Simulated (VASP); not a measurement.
# Hf2ZrGe3 (Cmmm) in VASP: further runs, part 2 of 2

VASP 6.6.1.

## Step 3: Single point, PBE

This run uses another cell than the first one, of 25.30 Å³/atom.

INCAR

```
SYSTEM = Hf2ZrGe3
PREC = Accurate
ENCUT = 500
EDIFF = 1E-6
ISMEAR = 0
SIGMA = 0.2
LREAL = .FALSE.
LASPH = .TRUE.
NELM = 120
ALGO = Normal
ISIF = 2
LWAVE = .FALSE.
LCHARG = .TRUE.
GGA = PE
LELF = .TRUE.
LVHAR = .TRUE.
NBANDS = 46
GGA_COMPAT = .FALSE.
```

KPOINTS

```
regular mesh
0
G
  5 5 2
  0 0 0
```

POSCAR

```
Hf2ZrGe3
1.0
    2.4678937041     -4.0556445814      0.0000000000
    2.4678937041      4.0556445814      0.0000000000
    0.0000000000      0.0000000000      7.5834858318
Zr Hf Ge
1 2 3
Direct
    0.5000000000      0.5000000000      0.0000000000
    0.6626187364      0.3373812636      0.5000000000
    0.3373812636      0.6626187364      0.5000000000
    0.0000000000      0.0000000000      0.8299699144
    0.0000000000      0.0000000000      0.1700300856
    0.0000000000      0.0000000000      0.5000000000
```

Potentials or basis: VASP PAW PBE potentials, release 64 (Zr_sv, Hf_pv, Ge_d).

Run with:

```sh
cat potpaw_PBE.64/Zr_sv/POTCAR potpaw_PBE.64/Hf_pv/POTCAR potpaw_PBE.64/Ge_d/POTCAR > POTCAR
mpirun -np 1 vasp_std > vasp.out
```

OUTCAR:

```text
SYSTEM = Hf2ZrGe3
   PREC = Accurate
   ENCUT = 500
   EDIFF = 1E-6
   ISMEAR = 0
   LREAL = .FALSE.
   LASPH = .TRUE.
   NELM = 120
   ISIF = 2
   GGA = PE

 ion  position               nearest neighbor table
   1  0.500  0.500  0.000-   4 2.78   5 2.78   4 2.78   5 2.78
   2  0.663  0.337  0.500-   3 2.64   6 2.74   6 2.80   6 2.80   3 2.85   3 2.85
   3  0.337  0.663  0.500-   2 2.64   6 2.74   6 2.80   6 2.80   2 2.85   2 2.85
   4  0.000  0.000  0.830-   6 2.50   5 2.58   1 2.78   1 2.78
   5  0.000  0.000  0.170-   6 2.50   4 2.58   1 2.78   1 2.78
   6  0.000  0.000  0.500-   4 2.50   5 2.50   2 2.74   3 2.74   2 2.80   3 2.80   2 2.80   3 2.80

  LATTYP: Found a base centered orthorhombic cell.
 ALAT       =     4.9357874082
 B/A-ratio  =     1.6433627488
 C/A-ratio  =     1.5364287812

  Lattice vectors:

 A1 = (   2.4678937041,  -4.0556445814,   0.0000000000)
 A2 = (   2.4678937041,   4.0556445814,   0.0000000000)
 A3 = (   0.0000000000,   0.0000000000,   7.5834858318)

Analysis of symmetry for initial positions (statically):
=====================================================================
 Subroutine PRICEL returns:
 Original cell was already a primitive cell.

 Routine SETGRP: Setting up the symmetry group for a
 base centered orthorhombic supercell.

 Subroutine GETGRP returns: Found  8 space group operations
 (whereof  8 operations were pure point group operations)
 out of a pool of  8 trial point group operations.

The static configuration has the point symmetry D_2h.

Analysis of symmetry for dynamics (positions and initial velocities):
=====================================================================
 Subroutine PRICEL returns:
 Original cell was already a primitive cell.

 Routine SETGRP: Setting up the symmetry group for a
 base centered orthorhombic supercell.

 Subroutine GETGRP returns: Found  8 space group operations
[... 124 lines left out ...]
     AMIX_MAG =   1.60;   BMIX_MAG =  1.00
  volume/ion in A,a.u.               =      25.30       170.74
  Fermi-wavevector in a.u.,A,eV,Ry     =   1.288419  2.434758 22.585979  1.660023
  Thomas-Fermi vector in A             =   2.420374
   LORBIT       =      0    0 simple, 1 ext, 2 COOP (PROOUT), +10 PAW based schemes
   GGA     = PE    functional components
   LHFCALC =     F    Hartree Fock is set to
   AEXX    =    0.0000 exact exchange contribution
   IVDW    =     0    specifies the selected vdW correction
   LEPSILON=     F    determine dielectric tensor
   LRPA    =     F    only Hartree local field effects (RPA)
 non-spin polarized calculation
 Gauss-broadening in eV      SIGMA  =   0.20
  energy-cutoff  :      500.00
  volume of cell :      151.80
 maximum number of plane-waves:      3889
   NGX = 17   NGY = 17   NGZ = 27

 number of electron      73.9999969 magnetization

 Free energy of the ion-electron system (eV)
  ---------------------------------------------------
  ext. energy  EPLUGINS =         0.00000000
  ---------------------------------------------------
  free energy    TOTEN  =       -38.03402583 eV

  energy without entropy =      -37.90931774  energy(sigma->0) =      -37.97167178

 E-fermi :   4.8171     XC(G=0): -10.0570

 val. band max:        4.7911608046   @ k =   0.0000   0.0000   0.0000
 cond. band min:       4.8225705727   @ k =   0.0000   0.0000   0.0000
 fundamental gap:      0.0314097681
 Fermi energy:         4.8170662983

 k-point     1 :       0.0000    0.0000    0.0000
  band No.  band energies     occupation
      1     -45.0037      2.00000
      2     -26.7465      2.00000
      3     -26.4639      2.00000
      4     -26.3378      2.00000
      5     -26.0849      2.00000
      6     -25.8009      2.00000
[... 871 lines left out ...]
     45       7.0264      0.00000
     46       8.1233      0.00000

------------------------ aborting loop because EDIFF is reached ----------------------------------------

  FORCE on cell =-STRESS in cart. coord.  units (eV):
  Direction    XX          YY          ZZ          XY          YZ          ZX
  --------------------------------------------------------------------------------------
  -------------------------------------------------------------------------------------
  Total        0.2463872     -0.1301537      0.2723786      0.0000000      0.0000000      0.0000000
  in kB        2.6004203     -1.3736687      2.8747382      0.0000000      0.0000000      0.0000000
  external PRESSURE =       1.3671633 kB  Pullay stress =       0.0000000 kB

 VOLUME and BASIS-vectors are now :
 -----------------------------------------------------------------------------
  energy-cutoff  :      500.00
  volume of cell :      151.80
      direct lattice vectors                 reciprocal lattice vectors
     2.467893704 -4.055644581  0.000000000     0.202601919 -0.123284965  0.000000000
     2.467893704  4.055644581  0.000000000     0.202601919  0.123284965  0.000000000
     0.000000000  0.000000000  7.583485832     0.000000000  0.000000000  0.131865480

 POSITION                                       TOTAL-FORCE (eV/Angst)
 -----------------------------------------------------------------------------------
      2.46789      0.00000      0.00000        -0.000000      0.000000      0.000000
      2.46789     -1.31905      3.79174        -0.000000      0.031408      0.000000
      2.46789      1.31905      3.79174        -0.000000     -0.031408      0.000000
      0.00000      0.00000      6.29407         0.000000      0.000000     -0.008782
      0.00000      0.00000      1.28942         0.000000      0.000000      0.008782
      0.00000      0.00000      3.79174        -0.000000      0.000000      0.000000
 -----------------------------------------------------------------------------------
    total drift:                                0.000000     -0.000000     -0.000000

  FREE ENERGIE OF THE ION-ELECTRON SYSTEM (eV)
  ---------------------------------------------------
  free  energy   TOTEN  =       -38.0340258260 eV

  energy  without entropy=      -37.9093177373  energy(sigma->0) =      -37.97167178
```

stdout:

```text
POSCAR found type information on POSCAR ZrHfGe
 POSCAR found :  3 types and       6 ions
 scaLAPACK will be used
 LDA part: xc-table for (Slater+PW92), standard interpolation
 POSCAR, INCAR and KPOINTS ok, starting setup
 FFT: planning ... GRIDC
 FFT: planning ... GRID_SOFT
 FFT: planning ... GRID
 WAVECAR not read
 entering main loop
```

Run time: 2.7 min. Hardware: 1 thread of Intel Xeon Platinum 8488C (Sapphire Rapids), shared host; peak memory 0.31 GiB.

What came out:

```
Free energy            : -38.0340 eV
Pressure               : 0.1 GPa
Largest force          : 0.031 eV/Å
Band gap on the k mesh : zero (bands 37 and 38 overlap by 0.52 eV)
```

Forces in eV/Å, atoms in the order of the input:
```
Zr   0.000  0.000  0.000
Hf   0.000  0.031  0.000
Hf   0.000 -0.031  0.000
Ge   0.000  0.000 -0.009
Ge   0.000  0.000  0.009
Ge   0.000  0.000  0.000
```

Stress tensor (GPa, compression positive):
```
 0.26  0.00  0.00
 0.00 -0.14  0.00
 0.00  0.00  0.29
```

Levels at points of the mesh, in eV from the Fermi level:
```
           k point  band 33  band 34  band 35  band 36  band 37  band 38  band 39  band 40  band 41  band 42
(0.00, 0.00, 0.00)    -0.89    -0.44    -0.13    -0.05    -0.03     0.01     0.02     0.27     0.33     0.95
(0.00, 0.00, 0.50)    -0.85    -0.76    -0.75    -0.57    -0.48    -0.37     0.42     0.54     0.86     0.90
```

Caveat: the k points lie up to 0.41 Å⁻¹ apart, too coarse for converged energies and pressures of a metal; spin-orbit coupling is left out, which moves the levels of the heavy elements.
